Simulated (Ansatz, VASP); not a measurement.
**Al3GaN4: VASP beside Ansatz**

The input INCAR:

```
SYSTEM = Al3GaN4
PREC = Accurate ; ENCUT = 520
EDIFF = 1E-6 ; ISMEAR = 0
SIGMA = 0.05 ; LREAL = .False.
LASPH = .True. ; NELM = 100
ALGO = Normal ; ISIF = 2
LWAVE = .False. ; LCHARG = .True.
GGA = PS ; LELF = .True.
LVHAR = .True. ; NBANDS = 31
```

Contents of KPOINTS:

```
regular mesh
0
Gamma
  6 6 6
  0 0 0
```

POSCAR

```
Al3GaN4
1.0
    4.4069948390      0.0000000000      0.0000000000
    0.0000000000      4.4069948390      0.0000000000
    0.0000000000      0.0000000000      4.4069948390
Al Ga N
3 1 4
Direct
    0.5000000000      0.5000000000      0.0000000000
    0.5000000000      0.0000000000      0.5000000000
    0.0000000000      0.5000000000      0.5000000000
    0.0114631740      0.0114631740      0.0114631740
    0.7447077168      0.7447077168      0.2552922832
    0.7447077168      0.2552922832      0.7447077168
    0.2552922832      0.7447077168      0.7447077168
    0.2552922832      0.2552922832      0.2552922832
```

Input for Ansatz:

```yaml
crystal:
  lattice:
    - [4.406994839, 0.0, 0.0]
    - [0.0, 4.406994839, 0.0]
    - [0.0, 0.0, 4.406994839]
  atoms:
    - { symbol: Al, position: [0.5, 0.5, 0.0] }
    - { symbol: Al, position: [0.5, 0.0, 0.5] }
    - { symbol: Al, position: [0.0, 0.5, 0.5] }
    - { symbol: Ga, position: [0.011463174, 0.011463174, 0.011463174] }
    - { symbol: "N", position: [0.7447077168, 0.7447077168, 0.2552922832] }
    - { symbol: "N", position: [0.7447077168, 0.2552922832, 0.7447077168] }
    - { symbol: "N", position: [0.2552922832, 0.7447077168, 0.7447077168] }
    - { symbol: "N", position: [0.2552922832, 0.2552922832, 0.2552922832] }
basis:
  ecutwfc: 420
kpoints:
  mp_grid: { grid: [6, 6, 6] }
hamiltonian:
  xc: pbesol
scf:
  occupations: { method: gaussian, width: 0.05 }
output:
  forces: true
  stress: true
  eigenvalues: true
```

Change from the starting cell: all Ga atoms moved +0.087 Å, as atom 4 along Cartesian [1 1 1].

Alike in both runs: task single point; functional PBEsol; k mesh 6 × 6 × 6; occupations gaussian, width 0.05 eV; no spin polarisation.

```csv
,VASP,Ansatz
version,VASP 6.6.1,Ansatz 0.2.0
potentials or method,"VASP PAW PBE potentials, release 64 (Al, Ga_d, N), cutoff 520 eV","scalar-relativistic, plane waves, PAW"
valence electrons in the cell,42,42
```

|  | VASP | Ansatz | Ansatz less VASP |
| --- | --- | --- | --- |
| gap on the k mesh at the Fermi level (eV) | 3.14 | 3.14 | +0.006 |
| least direct gap on the mesh (eV) | 3.14 | 3.14 | +0.006 |
| pressure (GPa) | 0.2 | 0.3 | +0.09 |
| traceless stress, the component that is largest in VASP (GPa) | 1.07 | 1.09 | +0.023 |
| rms of the force components (eV/Å) | 0.439 | 0.444 | +0.0047 |

VASP's potentials were made for PBE, not for PBEsol. Atom by atom the forces differ by 0.006 eV/Å (rms over components).
